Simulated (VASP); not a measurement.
# Al (P6_3/mmc) in VASP: a series of runs

The runs below take Al through single point, with PBEsol.

Everything below comes from runs of VASP 6.6.1. Logs are shortened: lines on timing, memory, paths and dates and some standing lists are left out, and cuts for length are marked.

**1. The cell of the first run**

The structure is hexagonal, space group P6_3/mmc (No. 194). Conventional cell: a = 2.681 Å, b = 2.681 Å, c = 8.808 Å, α = 90.00°, β = 90.00°, γ = 120.00°. Al (site symmetry -6m2) has 12 Al at 2.68 to 2.69 Å within 3.5 Å. Within 3.5 Å of Al (site symmetry -3m) lie 12 Al at 2.68 to 2.69 Å.

**2. Single point, PBEsol**

INCAR

```
ALGO     = Fast           # electronic algorithm
EDIFF    = 1E-6           # SCF threshold, eV
ENCUT    = 520            # plane-wave cutoff, eV
GGA      = PS             # functional
ISIF     = 2              # what is computed and relaxed
ISMEAR   = -1             # smearing method
LASPH    = True           # aspherical terms in the spheres
LCHARG   = False          # write CHGCAR
LREAL    = False          # projectors in reciprocal space
LWAVE    = False          # write WAVECAR
NBANDS   = 14             # bands
NELM     = 100            # most SCF steps
PREC     = Accurate       # precision mode
SIGMA    = 0.05           # smearing width, eV
```

KPOINTS

```
k-points
0
Gamma
  11 11 3
```

POSCAR

```
Al
1.0
    2.6810721704      0.0000000000      0.0000000000
   -1.3405360852      2.3218766089      0.0000000000
    0.0000000000      0.0000000000      8.8076464243
Al
4
Direct
    0.6666666667      0.3333333333      0.7500000000
    0.0000000000      0.0000000000      0.5000000000
    0.3333333333      0.6666666667      0.2500000000
    0.0000000000      0.0000000000      0.0000000000
```

Potentials or basis: VASP PAW PBE potentials, release 64 (Al).

Command:

```sh
cat potpaw_PBE.64/Al/POTCAR > POTCAR
mpirun -np 1 vasp_std > vasp.out
```

OUTCAR:

```text
EDIFF = 1E-6
   ENCUT = 520
   GGA = PS
   ISIF = 2
   ISMEAR = -1
   LASPH = True
   LREAL = False
   NELM = 100
   PREC = Accurate

 ion  position               nearest neighbor table
   1  0.667  0.333  0.750-   2 2.69   4 2.69   2 2.69   4 2.69   2 2.69   4 2.69
   2  0.000  0.000  0.500-   1 2.69   3 2.69   3 2.69   1 2.69   1 2.69   3 2.69
   3  0.333  0.667  0.250-   2 2.69   4 2.69   2 2.69   4 2.69   2 2.69   4 2.69
   4  0.000  0.000  0.000-   1 2.69   3 2.69   3 2.69   1 2.69   1 2.69   3 2.69

  LATTYP: Found a hexagonal cell.
 ALAT       =     2.6810721704
 C/A-ratio  =     3.2851209757

  Lattice vectors:

 A1 = (   2.6810721704,   0.0000000000,   0.0000000000)
 A2 = (  -1.3405360852,   2.3218766089,   0.0000000000)
 A3 = (   0.0000000000,   0.0000000000,   8.8076464243)

Analysis of symmetry for initial positions (statically):
=====================================================================
 Subroutine PRICEL returns:
 Original cell was already a primitive cell.

 Routine SETGRP: Setting up the symmetry group for a
 hexagonal supercell.

 Subroutine GETGRP returns: Found 24 space group operations
 (whereof 12 operations were pure point group operations)
 out of a pool of 24 trial point group operations.

The static configuration has the point symmetry D_3d.
 The point group associated with its full space group is D_6h.

Analysis of symmetry for dynamics (positions and initial velocities):
=====================================================================
 Subroutine PRICEL returns:
 Original cell was already a primitive cell.

 Routine SETGRP: Setting up the symmetry group for a
 hexagonal supercell.

 Subroutine GETGRP returns: Found 24 space group operations
 (whereof 12 operations were pure point group operations)
 out of a pool of 24 trial point group operations.

The dynamic configuration has the point symmetry D_3d.
 The point group associated with its full space group is D_6h.

 Subroutine INISYM returns: Found 24 space group operations
 (whereof 12 operations are pure point group operations),
 and found     1 'primitive' translations

----------------------------------------------------------------------------------------

                                     Primitive cell

  volume of cell :      54.8286

  direct lattice vectors                    reciprocal lattice vectors
     2.681072170  0.000000000  0.000000000     0.372985111  0.215343054  0.000000000
    -1.340536085  2.321876609  0.000000000     0.000000000  0.430686108  0.000000000
     0.000000000  0.000000000  8.807646424     0.000000000  0.000000000  0.113537709

  length of vectors
     2.681072170  2.681072170  8.807646424     0.430686108  0.430686108  0.113537709

  position of ions in fractional coordinates (direct lattice)
     0.666666667  0.333333333  0.750000000
     0.000000000  0.000000000  0.500000000
     0.333333333  0.666666667  0.250000000
     0.000000000  0.000000000  0.000000000

  ion indices of the primitive-cell ions
   primitive index   ion index
                 1           1
                 2           2
                 3           3
                 4           4

----------------------------------------------------------------------------------------

 KPOINTS: k-points

Automatic generation of k-mesh.
 Grid dimensions read from file:
 generate k-points for:   11   11    3

 Generating k-lattice:

  Cartesian coordinates                     Fractional coordinates (reciprocal lattice)
     0.033907737  0.019576641  0.000000000     0.090909091  0.000000000  0.000000000
     0.000000000  0.039153283  0.000000000     0.000000000  0.090909091  0.000000000
     0.000000000  0.000000000  0.037845903     0.000000000  0.000000000  0.333333333

  Length of vectors
     0.039153283  0.039153283  0.037845903

  Shift w.r.t. Gamma in fractional coordinates (k-lattice)
     0.000000000  0.000000000  0.000000000

 Subroutine IBZKPT returns following result:
 ===========================================

 Found     32 irreducible k-points:

 Following reciprocal coordinates:
            Coordinates               Weight
  0.000000  0.000000  0.000000      1.000000
  0.090909 -0.000000  0.000000      6.000000
  0.181818 -0.000000  0.000000      6.000000
  0.272727 -0.000000  0.000000      6.000000
  0.363636 -0.000000  0.000000      6.000000
  0.454545 -0.000000  0.000000      6.000000
[... 16 lines left out ...]
  0.090909  0.090909  0.333333     12.000000
  0.181818  0.090909  0.333333     24.000000
 [... further k-points ...]
   k-points           NKPTS =     32   k-points in BZ     NKDIM =     32   number of bands    NBANDS=     14
   number of dos      NEDOS =    301   number of ions     NIONS =      4
   total plane-waves  NPLWV =  28000
   dimension x,y,z NGX =    20 NGY =   20 NGZ =   70
   dimension x,y,z NGXF=    40 NGYF=   40 NGZF=  140
   ions per type =               4
   NGX,Y,Z   is equivalent  to a cutoff of  12.40, 12.40, 13.21 a.u.
   NGXF,Y,Z  is equivalent  to a cutoff of  24.80, 24.80, 26.43 a.u.
 SYSTEM =  unknown system
   PREC   = accura    normal or accurate (medium, high low for compatibility)
   ISTART =      0    job   : 0-new  1-cont  2-samecut
   ICHARG =      2    charge: 1-file 2-atom 10-const
   ISPIN  =      1    spin polarized calculation?
   LNONCOLLINEAR =      F non collinear calculations
   LSORBIT =      F    spin-orbit coupling
   LASPH  =      T    aspherical Exc in radial PAW
   ENCUT  =  520.0 eV  38.22 Ry    6.18 a.u.   4.99  4.99 16.38*2*pi/ulx,y,z
   NELM   =    100;   NELMIN=  2; NELMDL= -5     # of ELM steps
   EDIFF  = 0.1E-05   stopping-criterion for ELM
   LREAL  =      F    real-space projection
   EDIFFG = 0.1E-04   stopping-criterion for IOM
   NSW    =      0    number of steps for IOM
   IBRION =     -1    ionic relax: 0-MD 1-quasi-New 2-CG
   NFREE  =      0    steps in history (QN), initial steepest desc. (CG)
   ISIF   =      2    stress and relaxation
   ISYM   =      2    0-nonsym 1-usesym 2-fastsym
   POTIM  = 0.5000    time-step for ionic-motion
   TEBEG  =    0.0;   TEEND  =   0.0 temperature during run
   PSTRESS=    0.0 pullay stress
   NELECT =      12.0000    total number of electrons
   NUPDOWN=      -1.0000    fix difference up-down
   EMIN   =  10.00;   EMAX   =-10.00  energy-range for DOS
   EFERMI =   0.00;   METHOD = LEGACY
   ISMEAR =    -1;   SIGMA  =   0.05  broadening in eV -4-tet -1-fermi 0-gaus
   EFERMI_NEDOS =   21; number of points for ismear=-14 and -15
   IALGO  =     68    algorithm
   IMIX   =      4    mixing-type and parameters
     AMIX     =   0.40;   BMIX     =  1.00
     AMIX_MAG =   1.60;   BMIX_MAG =  1.00
  volume/ion in A,a.u.               =      13.71        92.50
  Fermi-wavevector in a.u.,A,eV,Ry     =   0.986581  1.864368 13.243123  0.973342
  Thomas-Fermi vector in A             =   2.117972
   LORBIT       =      0    0 simple, 1 ext, 2 COOP (PROOUT), +10 PAW based schemes
   GGA     = PS    functional components
   LHFCALC =     F    Hartree Fock is set to
   AEXX    =    0.0000 exact exchange contribution
   IVDW    =     0    specifies the selected vdW correction
   LEPSILON=     F    determine dielectric tensor
   LRPA    =     F    only Hartree local field effects (RPA)
 non-spin polarized calculation
 RMM-DIIS sequential band-by-band and
  energy-cutoff  :      520.00
  volume of cell :       54.83
 maximum number of plane-waves:      1507
 NGX is ok and might be reduce to    20
   NGX =  9   NGY =  9   NGZ = 33

 number of electron      12.0000000 magnetization

 Free energy of the ion-electron system (eV)
  ---------------------------------------------------
  ext. energy  EPLUGINS =         0.00000000
  ---------------------------------------------------
  free energy    TOTEN  =       -15.80910465 eV

  energy without entropy =      -15.79886904  energy(sigma->0) =      -15.80398685

 E-fermi :  10.0895     XC(G=0): -10.9538

 val. band max:       10.0391686367   @ k =   0.3636  -0.0000   0.0000
 cond. band min:      10.1544636434   @ k =   0.3636   0.0909   0.3333
 fundamental gap:      0.1152950067
 Fermi energy:        10.0895389941

 k-point     1 :       0.0000    0.0000    0.0000
  band No.  band energies     occupation
      1      -2.4515      2.00000
      2      -0.5634      2.00000
      3      -0.5594      2.00000
      4       4.6307      2.00000
      5       5.2961      2.00000
      6      13.7156      0.00000
      7      13.7298      0.00000
      8      22.1487      0.00000
      9      22.1487      0.00000
     10      22.2304      0.00000
     11      22.2304      0.00000
     12      23.0865      0.00000
     13      23.0937      0.00000
     14      23.1117      0.00000

 k-point     2 :       0.0909   -0.0000    0.0000
  band No.  band energies     occupation
      1      -2.2251      2.00000
      2      -0.3407      2.00000
      3      -0.3368      2.00000
      4       4.8371      2.00000
      5       5.5125      2.00000
      6      13.8787      0.00000
      7      13.9046      0.00000
      8      18.8823      0.00000
      9      20.2405      0.00000
     10      20.3577      0.00000
     11      20.3650      0.00000
     12      21.7924      0.00000
     13      21.8559      0.00000
     14      21.8619      0.00000

 k-point     3 :       0.1818   -0.0000    0.0000
  band No.  band energies     occupation
      1      -1.5488      2.00000
      2       0.3246      2.00000
      3       0.3283      2.00000
      4       5.4566      2.00000
      5       6.1498      2.00000
      6      14.0620      0.00000
      7      14.3283      0.00000
      8      15.5160      0.00000
      9      16.6434      0.00000
     10      16.8651      0.00000
     11      18.8886      0.00000
     12      19.8648      0.00000
     13      20.4379      0.00000
     14      20.4431      0.00000

 k-point     4 :       0.2727   -0.0000    0.0000
  band No.  band energies     occupation
      1      -0.4304      2.00000
      2       1.4245      2.00000
      3       1.4274      2.00000
      4       6.4890      2.00000
      5       7.1463      2.00000
      6      11.5032      0.00000
      7      12.9693      0.00000
      8      13.1989      0.00000
      9      15.6032      0.00000
     10      15.7279      0.00000
     11      17.6483      0.00000
     12      17.7829      0.00000
     13      17.9299      0.00000
     14      19.3447      0.00000

 k-point     5 :       0.3636   -0.0000    0.0000
  band No.  band energies     occupation
      1       1.1166      2.00000
      2       2.9427      2.00000
      3       2.9436      2.00000
      4       7.6864      2.00000
      5       7.9211      2.00000
      6       9.1535      2.00000
      7      10.0392      1.46502
      8      10.3342      0.01489
      9      14.8389      0.00000
     10      15.2377      0.00000
     11      16.6448      0.00000
[... 276 lines left out ...]
 k-point    22 :       0.4545   -0.0000    0.3333
  band No.  band energies     occupation
      1       3.2699      2.00000
      2       3.8613      2.00000
      3       5.5552      2.00000
      4       5.8200      2.00000
      5       6.7550      2.00000
      6       7.9892      2.00000
      7       8.8820      2.00000
      8      10.4323      0.00211
      9      12.8355      0.00000
     10      14.8435      0.00000
     11      15.4473      0.00000
     12      16.8533      0.00000
     13      17.0714      0.00000
     14      17.3711      0.00000

 k-point    23 :       0.0909    0.0909    0.3333
  band No.  band energies     occupation
      1      -1.5635      2.00000
      2      -0.9348      2.00000
      3       1.5450      2.00000
      4       3.3652      2.00000
      5       8.1777      2.00000
      6      11.0486      0.00000
      7      16.7381      0.00000
      8      17.1640      0.00000
      9      17.7330      0.00000
     10      17.8845      0.00000
     11      18.1246      0.00000
     12      19.9726      0.00000
     13      20.2729      0.00000
     14      21.1902      0.00000

 k-point    24 :       0.1818    0.0909    0.3333
  band No.  band energies     occupation
      1      -0.6677      2.00000
      2      -0.0441      2.00000
      3       2.4152      2.00000
      4       4.2177      2.00000
      5       8.9526      2.00000
      6      11.6715      0.00000
      7      13.6532      0.00000
      8      14.1774      0.00000
      9      15.7171      0.00000
     10      15.8949      0.00000
     11      16.9826      0.00000
     12      18.0775      0.00000
     13      18.3730      0.00000
     14      19.5225      0.00000

 [... further k-points ...]
[... 5 lines left out ...]
  --------------------------------------------------------------------------------------
  -------------------------------------------------------------------------------------
  Total        6.8966755      6.8966755      6.8912558      0.0000000      0.0000000      0.0000000
  in kB      201.5314662    201.5314662    201.3730917      0.0000000      0.0000000      0.0000000
  external PRESSURE =     201.4786747 kB  Pullay stress =       0.0000000 kB

 VOLUME and BASIS-vectors are now :
 -----------------------------------------------------------------------------
  energy-cutoff  :      520.00
  volume of cell :       54.83
      direct lattice vectors                 reciprocal lattice vectors
     2.681072170  0.000000000  0.000000000     0.372985111  0.215343054  0.000000000
    -1.340536085  2.321876609  0.000000000     0.000000000  0.430686108  0.000000000
     0.000000000  0.000000000  8.807646424     0.000000000  0.000000000  0.113537709

 POSITION                                       TOTAL-FORCE (eV/Angst)
 -----------------------------------------------------------------------------------
      1.34054      0.77396      6.60573        -0.000000      0.000000      0.000000
      0.00000      0.00000      4.40382         0.000000      0.000000      0.000000
     -0.00000      1.54792      2.20191         0.000000     -0.000000     -0.000000
      0.00000      0.00000      0.00000         0.000000      0.000000      0.000000
 -----------------------------------------------------------------------------------
    total drift:                               -0.000000      0.000000     -0.000000

  FREE ENERGIE OF THE ION-ELECTRON SYSTEM (eV)
  ---------------------------------------------------
  free  energy   TOTEN  =       -15.8091046539 eV

  energy  without entropy=      -15.7988690448  energy(sigma->0) =      -15.80398685
```

Run time: 11 s. Hardware: 1 thread of Intel Xeon 6975P-C (Granite Rapids), shared host; peak memory 0.16 GiB.

Results:

```yaml
Free_energy: -15.8091 eV
Pressure: 20.1 GPa
Band_gap_on_the_k_mesh: zero (band 6 reaches 14.14 eV, above the bottom of band 7 at 8.11 eV)
```

Caveat: the PAW data sets were made with another functional, which shifts forces and pressure a little.

**3. Single point, PBEsol**

This run uses another cell than the first one, of 14.72 Å³/atom, 1.074 times its volume.

INCAR

```
SYSTEM = Al
PREC = Accurate ; ENCUT = 520
EDIFF = 1E-6 ; ISMEAR = -1
SIGMA = 0.05 ; LREAL = .FALSE.
LASPH = .TRUE. ; NELM = 60
ALGO = Normal ; ISIF = 2
LWAVE = .FALSE. ; LCHARG = .FALSE.
GGA = PS ; NBANDS = 14
```

KPOINTS

```
regular mesh
0
G
  11 11 3
  0 0 0
```

POSCAR

```
Al
1.0
    2.7419113391      0.0000000000      0.0000000000
   -1.3709556695      2.3745648746      0.0000000000
    0.0000000000      0.0000000000      9.0445065890
Al
4
Direct
    0.6666666667      0.3333333333      0.7500000000
    0.0000000000      0.0000000000      0.5000000000
    0.3333333333      0.6666666667      0.2500000000
    0.0000000000      0.0000000000      0.0000000000
```

Potentials or basis: VASP PAW PBE potentials, release 64 (Al).

Command:

```sh
cat potpaw_PBE.64/Al/POTCAR > POTCAR
mpirun -np 1 vasp_std > vasp.out
```

Wall time 8.6 s (1 thread of Intel Xeon 6975P-C (Granite Rapids), shared host); peak memory 0.16 GiB.

It converged, with:

```
Free energy            : -16.1851 eV
Pressure               : 10.1 GPa
Band gap on the k mesh : zero (band 6 reaches 13.10 eV, above the bottom of band 7 at 7.32 eV)
```

Levels at points of the mesh, in eV from the Fermi level:
```csv
k point,band 2,band 3,band 4,band 5,band 6,band 7,band 8,band 9
"(0.00, 0.00, 0.00)",-10.19,-10.18,-5.16,-4.71,3.43,3.44,11.67,11.67
```

Caveat: the PAW data sets were made with another functional, which shifts forces and pressure a little.

**4. Single point, PBEsol**

This run uses another cell than the first one, of 15.40 Å³/atom, 1.124 times its volume.

INCAR

```
SYSTEM = Al
PREC     = Accurate       ! precision mode
ENCUT    = 520            ! plane-wave cutoff, eV
EDIFF    = 1E-6           ! SCF threshold, eV
ISMEAR   = -1             ! smearing method
SIGMA    = 0.05           ! smearing width, eV
LREAL    = .False.        ! projectors in reciprocal space
LASPH    = .True.         ! aspherical terms in the spheres
NELM     = 80             ! most SCF steps
ALGO     = Normal         ! electronic algorithm
ISIF     = 2              ! what is computed and relaxed
LWAVE    = .False.        ! write WAVECAR
LCHARG   = .False.        ! write CHGCAR
GGA      = PS             ! functional
NBANDS   = 14             ! bands
```

KPOINTS

```
Automatic mesh
0
Gamma
  11 11 3
  0 0 0
```

POSCAR

```
Al
1.0
    2.7812845533      0.0000000000      0.0000000000
   -1.3906422767      2.4086630784      0.0000000000
    0.0000000000      0.0000000000      9.1954596451
Al
4
Direct
    0.6666666667      0.3333333333      0.7500000000
    0.0000000000      0.0000000000      0.5000000000
    0.3333333333      0.6666666667      0.2500000000
    0.0000000000      0.0000000000      0.0000000000
```

Command:

```sh
cat potpaw_PBE.64/Al/POTCAR > POTCAR
mpirun -np 1 vasp_std > vasp.out
```

It took 10 s on 1 thread of Intel Xeon 6975P-C (Granite Rapids), shared host; peak memory 0.18 GiB.

It converged, with:

```yaml
Free_energy: -16.3121 eV
Pressure: 5.1 GPa
Band_gap_on_the_k_mesh: zero (band 6 reaches 12.47 eV, above the bottom of band 7 at 6.84 eV)
```

Levels at points of the mesh, in eV from the Fermi level:
| k point | band 3 | band 4 | band 5 | band 6 | band 7 | band 8 |
| --- | --- | --- | --- | --- | --- | --- |
| (0.00, 0.00, 0.00) | -9.89 | -4.96 | -4.65 | 3.32 | 3.33 | 11.37 |

Caveat: the PAW data sets were made with another functional, which shifts forces and pressure a little.

**5. The runs side by side**

| cell | gap on the mesh (eV) | pressure (GPa) |
| --- | --- | --- |
| a = 2.681, b = 2.681, c = 8.808 Å, angles 90.0, 90.0, 120.0°, 4 atoms | none | 20.1 |
| a = 2.742, b = 2.742, c = 9.045 Å, angles 90.0, 90.0, 120.0°, 4 atoms | none | 10.1 |
| a = 2.781, b = 2.781, c = 9.195 Å, angles 90.0, 90.0, 120.0°, 4 atoms | none | 5.1 |

Alike in all rows: task single point; level PBEsol; potentials or basis VASP PAW PBE potentials, release 64 (Al); no spin polarisation; k mesh 11 × 11 × 3; cutoff (eV) 520; smearing fermi-dirac 0.05 eV.

Caveats: the PAW data sets were made with another functional, which shifts forces and pressure a little.

Total energies depend on the potentials used, so only differences within one code and one set of settings carry meaning.
